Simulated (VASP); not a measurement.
# Sn3C (Im-3m) in VASP: a series of runs

Sn3C is run at these levels: PBE; tasks: relaxation of cell and atoms, single point.

All numbers are computed with VASP 6.6.1; they aren't measurements. Logs are shortened: lines on timing, memory, paths and dates and some standing lists are left out, and cuts for length are marked.

### Step 1. The cell of the first run

Symmetry: Im-3m, No. 229, cubic system. The conventional cell has a = 5.685 Å, b = 5.685 Å, c = 5.685 Å, α = 90.00°, β = 90.00°, γ = 90.00°. Sn (site symmetry 4/mmm) has 4 Sn at 2.84 Å and 2 C at 2.84 Å within 3.7 Å. C (site symmetry m-3m) has 6 Sn at 2.84 Å within 3.7 Å.

### Step 2. Relaxation of cell and atoms, PBE

The input, INCAR:

```
SYSTEM = Sn3C
PREC = Accurate ; ENCUT = 600
EDIFF = 1E-6 ; ISMEAR = 1
SIGMA = 0.1 ; LREAL = .FALSE.
LASPH = .TRUE. ; NELM = 60
ALGO = Normal ; ISIF = 3
LWAVE = .FALSE. ; LCHARG = .FALSE.
GGA = PE ; IBRION = 2
NSW = 100 ; EDIFFG = -0.01
```

The input, KPOINTS:

```
Automatic mesh
0
G
  12 12 12
  0 0 0
```

The input, POSCAR:

```
Sn3C
1.0
   -2.8425943115      2.8425943115      2.8425943115
    2.8425943115     -2.8425943115      2.8425943115
    2.8425943115      2.8425943115     -2.8425943115
Sn C
3 1
Direct
    0.0000000000      0.5000000000      0.5000000000
    0.5000000000      0.0000000000      0.5000000000
    0.5000000000      0.5000000000      0.0000000000
    0.0000000000      0.0000000000      0.0000000000
```

Potentials or basis: VASP PAW PBE potentials, release 64 (Sn_d, C).

Command:

```console
$ cat potpaw_PBE.64/Sn_d/POTCAR potpaw_PBE.64/C/POTCAR > POTCAR
$ mpirun -np 1 vasp_std > vasp.out
```

OUTCAR:

```text
SYSTEM = Sn3C
   PREC = Accurate
   ENCUT = 600
   EDIFF = 1E-6
   ISMEAR = 1
   LREAL = .FALSE.
   LASPH = .TRUE.
   NELM = 60
   ISIF = 3
   GGA = PE
   IBRION = 2
   NSW = 100
   EDIFFG = -0.01

 ion  position               nearest neighbor table
   1  0.000  0.500  0.500-   2 2.84   3 2.84   4 2.84   4 2.84   3 2.84   2 2.84
   2  0.500  0.000  0.500-   1 2.84   3 2.84   4 2.84   3 2.84   4 2.84   1 2.84
   3  0.500  0.500  0.000-   1 2.84   2 2.84   4 2.84   2 2.84   1 2.84   4 2.84
   4  0.000  0.000  0.000-   1 2.84   2 2.84   3 2.84   1 2.84   2 2.84   3 2.84

  LATTYP: Found a body centered cubic cell.
 ALAT       =     5.6851886230

  Lattice vectors:

 A1 = (  -2.8425943115,   2.8425943115,   2.8425943115)
 A2 = (   2.8425943115,  -2.8425943115,   2.8425943115)
 A3 = (   2.8425943115,   2.8425943115,  -2.8425943115)

Analysis of symmetry for initial positions (statically):
=====================================================================
 Subroutine PRICEL returns:
 Original cell was already a primitive cell.

 Routine SETGRP: Setting up the symmetry group for a
 body centered cubic supercell.

 Subroutine GETGRP returns: Found 48 space group operations
 (whereof 48 operations were pure point group operations)
 out of a pool of 48 trial point group operations.

The static configuration has the point symmetry O_h .

Analysis of symmetry for dynamics (positions and initial velocities):
=====================================================================
 Subroutine PRICEL returns:
 Original cell was already a primitive cell.

 Routine SETGRP: Setting up the symmetry group for a
 body centered cubic supercell.

 Subroutine GETGRP returns: Found 48 space group operations
 (whereof 48 operations were pure point group operations)
 out of a pool of 48 trial point group operations.

The dynamic configuration has the point symmetry O_h .

 Subroutine INISYM returns: Found 48 space group operations
 (whereof 48 operations are pure point group operations),
 and found     1 'primitive' translations

----------------------------------------------------------------------------------------

                                     Primitive cell

  volume of cell :      91.8765

  direct lattice vectors                    reciprocal lattice vectors
    -2.842594312  2.842594312  2.842594312     0.000000000  0.175895659  0.175895659
     2.842594312 -2.842594312  2.842594312     0.175895659  0.000000000  0.175895659
     2.842594312  2.842594312 -2.842594312     0.175895659  0.175895659  0.000000000

  length of vectors
     4.923517773  4.923517773  4.923517773     0.248754027  0.248754027  0.248754027

  position of ions in fractional coordinates (direct lattice)
     0.000000000  0.500000000  0.500000000
     0.500000000  0.000000000  0.500000000
     0.500000000  0.500000000  0.000000000
     0.000000000  0.000000000  0.000000000

  ion indices of the primitive-cell ions
   primitive index   ion index
                 1           1
                 2           2
                 3           3
                 4           4

----------------------------------------------------------------------------------------

 KPOINTS: Automatic mesh

Automatic generation of k-mesh.
 Grid dimensions read from file:
 generate k-points for:   12   12   12

 Generating k-lattice:

  Cartesian coordinates                     Fractional coordinates (reciprocal lattice)
     0.000000000  0.014657972  0.014657972     0.083333333  0.000000000  0.000000000
     0.014657972  0.000000000  0.014657972     0.000000000  0.083333333  0.000000000
     0.014657972  0.014657972  0.000000000     0.000000000  0.000000000  0.083333333

  Length of vectors
     0.020729502  0.020729502  0.020729502

  Shift w.r.t. Gamma in fractional coordinates (k-lattice)
     0.000000000  0.000000000  0.000000000

 Subroutine IBZKPT returns following result:
 ===========================================

 Found     72 irreducible k-points:

 Following reciprocal coordinates:
            Coordinates               Weight
[... 33 lines left out ...]
   NFREE  =      1    steps in history (QN), initial steepest desc. (CG)
   ISIF   =      3    stress and relaxation
   ISYM   =      2    0-nonsym 1-usesym 2-fastsym
   POTIM  = 0.5000    time-step for ionic-motion
   TEBEG  =    0.0;   TEEND  =   0.0 temperature during run
   PSTRESS=    0.0 pullay stress
   NELECT =      46.0000    total number of electrons
   NUPDOWN=      -1.0000    fix difference up-down
   EMIN   =  10.00;   EMAX   =-10.00  energy-range for DOS
   EFERMI =   0.00;   METHOD = LEGACY
   ISMEAR =     1;   SIGMA  =   0.10  broadening in eV -4-tet -1-fermi 0-gaus
   EFERMI_NEDOS =   21; number of points for ismear=-14 and -15
   IALGO  =     38    algorithm
   IMIX   =      4    mixing-type and parameters
     AMIX     =   0.40;   BMIX     =  1.00
     AMIX_MAG =   1.60;   BMIX_MAG =  1.00
  volume/ion in A,a.u.               =      22.97       155.00
  Fermi-wavevector in a.u.,A,eV,Ry     =   1.299948  2.456545 22.991997  1.689864
  Thomas-Fermi vector in A             =   2.431178
   LORBIT       =      0    0 simple, 1 ext, 2 COOP (PROOUT), +10 PAW based schemes
   GGA     = PE    functional components
   LHFCALC =     F    Hartree Fock is set to
   AEXX    =    0.0000 exact exchange contribution
   IVDW    =     0    specifies the selected vdW correction
   LEPSILON=     F    determine dielectric tensor
   LRPA    =     F    only Hartree local field effects (RPA)
 conjugate gradient relaxation of ions
 non-spin polarized calculation
 Methfessel and Paxton  Order N= 1 SIGMA  =   0.10
  energy-cutoff  :      600.00
  volume of cell :       91.88
 maximum number of plane-waves:      3088
   NGX = 19   NGY = 19   NGZ = 19

--------------------------------------- Ionic step        1  -------------------------------------------

 number of electron      45.9999980 magnetization

 Free energy of the ion-electron system (eV)
  ---------------------------------------------------
  ext. energy  EPLUGINS =         0.00000000
  ---------------------------------------------------
  free energy    TOTEN  =       -15.71815925 eV

  energy without entropy =      -15.71746888  energy(sigma->0) =      -15.71792913

------------------------ aborting loop because EDIFF is reached ----------------------------------------

  FORCE on cell =-STRESS in cart. coord.  units (eV):
  Direction    XX          YY          ZZ          XY          YZ          ZX
  --------------------------------------------------------------------------------------
  -------------------------------------------------------------------------------------
  Total       -0.1833165     -0.1833165     -0.1833165      0.0000000     -0.0000000      0.0000000
  in kB       -3.1967406     -3.1967406     -3.1967406      0.0000000     -0.0000000      0.0000000
  external PRESSURE =      -3.1967406 kB  Pullay stress =       0.0000000 kB
[... 61 lines left out ...]
  energy  without entropy=      -15.7182093418  energy(sigma->0) =      -15.71837615

--------------------------------------- Ionic step        3  -------------------------------------------

 number of electron      45.9999977 magnetization

 Free energy of the ion-electron system (eV)
  ---------------------------------------------------
  ext. energy  EPLUGINS =         0.00000000
  ---------------------------------------------------
  free energy    TOTEN  =       -15.71852004 eV

  energy without entropy =      -15.71811728  energy(sigma->0) =      -15.71838579

 E-fermi :   7.2270     XC(G=0): -10.3274

 val. band max:        7.2253386247   @ k =   0.2500   0.1667   0.1667
 cond. band min:       7.2566317572   @ k =  -0.1667   0.1667   0.1667
 fundamental gap:      0.0312931325
 Fermi energy:         7.2269725972

 k-point     1 :       0.0000    0.0000    0.0000
  band No.  band energies     occupation
      1     -14.6397      2.00000
      2     -14.6397      2.00000
      3     -14.3955      2.00000
      4     -14.3955      2.00000
      5     -14.3955      2.00000
      6     -14.3746      2.00000
[... 709 lines left out ...]
     26       9.8161      0.00000
     27      10.8421      0.00000

 [... further k-points ...]
[... 5 lines left out ...]
  --------------------------------------------------------------------------------------
  -------------------------------------------------------------------------------------
  Total       -0.0076195     -0.0076195     -0.0076195     -0.0000000     -0.0000000     -0.0000000
  in kB       -0.1334572     -0.1334572     -0.1334572     -0.0000000     -0.0000000     -0.0000000
  external PRESSURE =      -0.1334572 kB  Pullay stress =       0.0000000 kB
[... 19 lines left out ...]
  FREE ENERGIE OF THE ION-ELECTRON SYSTEM (eV)
  ---------------------------------------------------
  free  energy   TOTEN  =       -15.7185200409 eV

  energy  without entropy=      -15.7181172788  energy(sigma->0) =      -15.71838579

 reached required accuracy - stopping structural energy minimisation
```

It took 3.4 min on 1 thread of Intel Xeon Platinum 8559C (Emerald Rapids), shared host; peak memory 0.37 GiB.

What came out:

* Free energy: -15.7185 eV
* Relaxed volume: 22.87 Å³/atom
* Relaxed cell: a = 4.916 Å, b = 4.916 Å, c = 4.916 Å, α = 109.47°, β = 109.47°, γ = 109.47°
* Space group after relaxing (to 0.05 Å): Im-3m (No. 229)
* Energy gained by relaxing: 0.1 meV/atom
* Ionic steps: 3
* Pressure after relaxing: 0.0 GPa
* Band gap on the k mesh: zero (band 23 reaches 7.92 eV, above the bottom of band 24 at 5.30 eV)

The path:
```
step  energy change (eV)  largest force (eV/Å)  pressure (GPa)  volume (Å³)
   1              0.0000                0.0000           -0.32        91.88
   2             -0.0003                0.0000            0.12        91.27
   3             -0.0004                0.0000           -0.01        91.47
```

Final structure:
```cif
data_structure
_symmetry_space_group_name_H-M 'P 1'
_symmetry_Int_Tables_number 1
_cell_length_a 4.9163
_cell_length_b 4.9163
_cell_length_c 4.9163
_cell_angle_alpha 109.471
_cell_angle_beta 109.471
_cell_angle_gamma 109.471
_cell_volume 91.47
loop_
_atom_site_label
_atom_site_type_symbol
_atom_site_fract_x
_atom_site_fract_y
_atom_site_fract_z
_atom_site_occupancy
Sn1 Sn 0.00000 0.50000 0.50000 1
Sn2 Sn 0.50000 0.00000 0.50000 1
Sn3 Sn 0.50000 0.50000 0.00000 1
C1 C 0.00000 0.00000 0.00000 1
```

Caveat: spin-orbit coupling is left out, which moves the levels of the heavy elements.

### Step 3. Single point, PBE

The input, INCAR:

```
PREC = Accurate ; ENCUT = 520
EDIFF = 1E-7 ; ISMEAR = 0
SIGMA = 0.1 ; LREAL = F
LASPH = T ; NELM = 100
ALGO = Normal ; ISIF = 2
LWAVE = F ; LCHARG = T
GGA = PE ; LELF = T
LVHAR = T ; NBANDS = 31
```

The input, KPOINTS:

```
Automatic mesh
0
Gamma
  4 4 4
```

POSCAR is that of step 2.

Potentials or basis: VASP PAW PBE potentials, release 64 (Sn_d, C).

Command:

```console
$ cat potpaw_PBE.64/Sn_d/POTCAR potpaw_PBE.64/C/POTCAR > POTCAR
$ mpirun -np 1 vasp_std > vasp.out
```

Wall time 26 s (1 thread of Intel Xeon 6975P-C (Granite Rapids), shared host); peak memory 0.24 GiB.

Results (log left out):

| Property | Result |
| --- | --- |
| Free energy | -15.4573 eV |
| Pressure | 0.1 GPa |
| Band gap on the k mesh | zero (band 23 reaches 7.74 eV, above the bottom of band 24 at 5.25 eV) |

Levels at points of the mesh, in eV from the Fermi level:
| k point | band 21 | band 22 | band 23 | band 24 | band 25 | band 26 |
| --- | --- | --- | --- | --- | --- | --- |
| (0.00, 0.00, 0.00) | -2.44 | -2.44 | -1.99 | -1.99 | -1.99 | 3.68 |
| (0.50, 0.00, 0.00) | -2.51 | -0.18 | 0.50 | 0.75 | 0.81 | 2.62 |
| (0.50, 0.50, 0.50) | -4.89 | -0.62 | 0.00 | 0.00 | 0.00 | 5.82 |

Caveat: the k points lie up to 0.39 Å⁻¹ apart; spin-orbit coupling is left out, which moves the levels of the heavy elements.

### Step 4. Single point, PBE

This run uses another cell than the first one, of 27.14 Å³/atom, 1.182 times its volume.

The input, INCAR:

```
SYSTEM = Sn3C
  PREC = Accurate
  ENCUT = 520
  EDIFF = 1E-6
  ISMEAR = 0
  SIGMA = 0.1
  LREAL = .FALSE.
  LASPH = .TRUE.
  NELM = 60
  ALGO = Normal
  ISIF = 2
  LWAVE = .FALSE.
  LCHARG = .FALSE.
  GGA = PE
  NBANDS = 31
```

The input, KPOINTS:

```
regular mesh
0
G
  4 4 4
  0 0 0
```

The input, POSCAR:

```
Sn3C
1.0
   -3.0051834300      3.0051834300      3.0051834300
    3.0051834300     -3.0051834300      3.0051834300
    3.0051834300      3.0051834300     -3.0051834300
Sn C
3 1
Direct
    0.0000000000      0.5000000000      0.5000000000
    0.5000000000      0.0000000000      0.5000000000
    0.5000000000      0.5000000000      0.0000000000
    0.0000000000      0.0000000000      0.0000000000
```

Command:

```console
$ cat potpaw_PBE.64/Sn_d/POTCAR potpaw_PBE.64/C/POTCAR > POTCAR
$ mpirun -np 1 vasp_std > vasp.out
```

Run time: 27 s. Hardware: 1 thread of Intel Xeon 6975P-C (Granite Rapids), shared host; peak memory 0.24 GiB.

The run converged. Its results:

```yaml
Free_energy: -15.1043 eV
Pressure: -6.0 GPa
Band_gap_on_the_k_mesh: zero (band 23 reaches 5.75 eV, above the bottom of band 24 at 3.83 eV)
```

Levels at points of the mesh, in eV from the Fermi level:
```
           k point  band 19  band 20  band 21  band 22  band 23  band 24  band 25  band 26  band 27  band 28
(0.00, 0.00, 0.00)    -3.87    -1.89    -1.89    -1.89    -1.49    -1.49    -1.49     3.97     3.97     3.97
(0.50, 0.00, 0.00)    -5.13    -2.41    -1.91    -0.02     0.44     0.71     0.91     2.30     3.59     3.70
(0.50, 0.50, 0.50)    -3.91    -3.91    -3.91    -1.74     0.10     0.10     0.10     5.01     5.01     5.01
```

Caveat: the k points lie up to 0.37 Å⁻¹ apart; spin-orbit coupling is left out, which moves the levels of the heavy elements.

### Step 5. Relaxation of cell and atoms, PBE

This run uses another cell than the first one, of 27.14 Å³/atom, 1.182 times its volume.

The input, INCAR:

```
SYSTEM = Sn3C
  ALGO = Normal
  EDIFF = 1E-7
  EDIFFG = -0.04
  ENCUT = 600
  GGA = PE
  IBRION = 2
  ISIF = 3
  ISMEAR = 0
  LASPH = .True.
  LCHARG = .False.
  LREAL = .False.
  LWAVE = .False.
  NELM = 100
  NSW = 90
  PREC = Accurate
  SIGMA = 0.1
```

The input, KPOINTS:

```
k-points
0
Gamma
  4 4 4
  0 0 0
```

POSCAR is that of step 4.

Command:

```console
$ cat potpaw_PBE.64/Sn_d/POTCAR potpaw_PBE.64/C/POTCAR > POTCAR
$ mpirun -np 1 vasp_std > vasp.out
```

Wall time 70 s (1 thread of Intel Xeon 6975P-C (Granite Rapids), shared host); peak memory 0.27 GiB.

Results (log left out):

* Free energy: -15.4602 eV
* Relaxed volume: 23.06 Å³/atom
* Relaxed cell: a = 4.930 Å, b = 4.930 Å, c = 4.930 Å, α = 109.47°, β = 109.47°, γ = 109.47°
* Space group after relaxing (to 0.05 Å): Im-3m (No. 229)
* Energy gained by relaxing: 89.0 meV/atom
* Ionic steps: 3
* Pressure after relaxing: 0.0 GPa
* Band gap on the k mesh: zero (band 23 reaches 7.69 eV, above the bottom of band 24 at 5.21 eV)

Step by step:
```
step  energy change (eV)  largest force (eV/Å)  pressure (GPa)  volume (Å³)
   1              0.0000                0.0000           -5.96       108.56
   2             -0.3530                0.0000           -0.72        93.47
   3             -0.3560                0.0000           -0.03        92.23
```

Final structure:
```yaml
crystal:
  lattice:
    - [-2.84626, 2.84626, 2.84626]
    - [2.84626, -2.84626, 2.84626]
    - [2.84626, 2.84626, -2.84626]
  atoms:
    - { symbol: Sn, position: [0.00000, 0.50000, 0.50000] }
    - { symbol: Sn, position: [0.50000, 0.00000, 0.50000] }
    - { symbol: Sn, position: [0.50000, 0.50000, 0.00000] }
    - { symbol: C, position: [0.00000, 0.00000, 0.00000] }
```

Levels at points of the mesh, in eV from the Fermi level:
| k point | band 20 | band 21 | band 22 | band 23 | band 24 | band 25 | band 26 | band 27 |
| --- | --- | --- | --- | --- | --- | --- | --- | --- |
| (0.00, 0.00, 0.00) | -2.43 | -2.43 | -2.43 | -1.97 | -1.97 | -1.97 | 3.69 | 3.69 |
| (0.50, 0.00, 0.00) | -3.07 | -2.49 | -0.18 | 0.50 | 0.75 | 0.81 | 2.61 | 4.19 |
| (0.50, 0.50, 0.50) | -4.87 | -4.87 | -0.65 | 0.00 | 0.00 | 0.00 | 5.80 | 5.80 |

Caveat: the k points lie up to 0.39 Å⁻¹ apart in the final cell; the volume moved by over 15 % at a fixed basis, so the end points are rough; spin-orbit coupling is left out, which moves the levels of the heavy elements.

### Step 6. Single point, PBE

This run uses another cell than the first one, of 22.85 Å³/atom, 0.995 times its volume.

The input, INCAR:

```
SYSTEM = Sn3C
ALGO     = Normal         ! electronic algorithm
EDIFF    = 1E-6           ! SCF threshold, eV
ENCUT    = 520            ! plane-wave cutoff, eV
GGA      = PE             ! functional
ISIF     = 2              ! what is computed and relaxed
ISMEAR   = 1              ! smearing method
LASPH    = .True.         ! aspherical terms in the spheres
LCHARG   = .False.        ! write CHGCAR
LREAL    = .False.        ! projectors in reciprocal space
LWAVE    = .False.        ! write WAVECAR
NBANDS   = 31             ! bands
NELM     = 80             ! most SCF steps
PREC     = Accurate       ! precision mode
SIGMA    = 0.1            ! smearing width, eV
```

The input, KPOINTS:

```
k-points
0
Gamma
  12 12 12
  0 0 0
```

The input, POSCAR:

```
Sn3C
1.0
   -2.8375893337      2.8375893337      2.8375893337
    2.8375893337     -2.8375893337      2.8375893337
    2.8375893337      2.8375893337     -2.8375893337
Sn C
3 1
Direct
    0.0000000000      0.5000000000      0.5000000000
    0.5000000000      0.0000000000      0.5000000000
    0.5000000000      0.5000000000      0.0000000000
    0.0000000000      0.0000000000      0.0000000000
```

Potentials or basis: VASP PAW PBE potentials, release 64 (Sn_d, C).

Command:

```console
$ cat potpaw_PBE.64/Sn_d/POTCAR potpaw_PBE.64/C/POTCAR > POTCAR
$ mpirun -np 1 vasp_std > vasp.out
```

It took 1.9 min on 1 thread of Intel Xeon 6975P-C (Granite Rapids), shared host; peak memory 0.33 GiB.

Results (log left out):

- Free energy: -15.7183 eV
- Pressure: 0.0 GPa
- Band gap on the k mesh: zero (band 23 reaches 7.93 eV, above the bottom of band 24 at 5.30 eV)

Levels at points of the mesh, in eV from the Fermi level:
```tsv
k point	band 19	band 20	band 21	band 22	band 23	band 24	band 25	band 26	band 27	band 28
(0.00, 0.00, 0.00)	-3.41	-2.41	-2.41	-2.41	-1.93	-1.93	-1.93	3.73	3.73	3.73
(0.50, 0.00, 0.00)	-5.29	-3.07	-2.46	-0.12	0.58	0.81	0.86	2.68	4.28	4.50
(0.50, 0.50, 0.50)	-4.87	-4.87	-4.87	-0.52	0.05	0.05	0.05	5.91	5.91	5.91
```

Caveat: spin-orbit coupling is left out, which moves the levels of the heavy elements.

### Step 7. Summary

```tsv
task	cell	k mesh	cutoff (eV)	smearing	gap on the mesh (eV)	pressure (GPa)	relaxed volume (Å³/atom)
relaxation of cell and atoms	relaxed from a = 4.924 Å, angles 109.5°, 4 atoms	12 × 12 × 12	600	methfessel-paxton 0.1 eV	none	0.0	22.87
single point	a = 4.924 Å, angles 109.5°, 4 atoms	4 × 4 × 4	520	gaussian 0.1 eV	none	0.1	-
single point	a = 5.205 Å, angles 109.5°, 4 atoms	4 × 4 × 4	520	gaussian 0.1 eV	none	-6.0	-
relaxation of cell and atoms	relaxed from a = 5.205 Å, angles 109.5°, 4 atoms	4 × 4 × 4	600	gaussian 0.1 eV	none	0.0	23.06
single point	a = 4.915 Å, angles 109.5°, 4 atoms	12 × 12 × 12	520	methfessel-paxton 0.1 eV	none	0.0	-
```

Alike in all rows: level PBE; potentials or basis VASP PAW PBE potentials, release 64 (Sn_d, C); no spin polarisation.

Caveats: some runs use coarse meshes; spin-orbit coupling is left out, which moves the levels of the heavy elements; the volume moved by over 15 % at a fixed basis, so the end points are rough (some runs).

Total energies depend on the potentials used, so only differences within one code and one set of settings carry meaning.
